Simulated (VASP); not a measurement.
Runs of VASP 6.6.1 on CaO. The structure is that of space group Fm-3m (No. 225), or close to it. The cells are those of the table. 

```csv
level,potentials or basis,cell,cutoff (eV),gap on the mesh (eV),pressure (GPa)
r2SCAN,"VASP PAW PBE potentials, release 64 (Ca_sv, O_h)","a = 3.368 Å, angles 60.0°, 2 atoms",1480,(c),(b)
r2SCAN,"VASP PAW PBE potentials, release 64 (Ca_sv, O_h)","a = 3.345 Å, angles 60.0°, 2 atoms",1480,4.18,6.4
r2SCAN,"VASP PAW PBE potentials, release 64 (Ca_sv, O_h)","a = 3.413 Å, angles 60.0°, 2 atoms",1480,4.20,(a)
LDA,"VASP PAW LDA potentials, release 64 (Ca_sv, O_h)","a = 3.306 Å, angles 60.0°, 2 atoms",1340,3.40,3.8
```

Alike in all rows: task single point; no spin polarisation; k mesh 8 × 8 × 8; smearing gaussian 0.05 eV.

Estimate the missing entries.

(a) -1.3; (b) 3.5; (c) 4.19.

Caveats: the cell stands under pressure (at least some runs); the PAW data sets were made with another functional, which shifts forces and pressure a little (at least some runs).

A k mesh can miss the band edges.
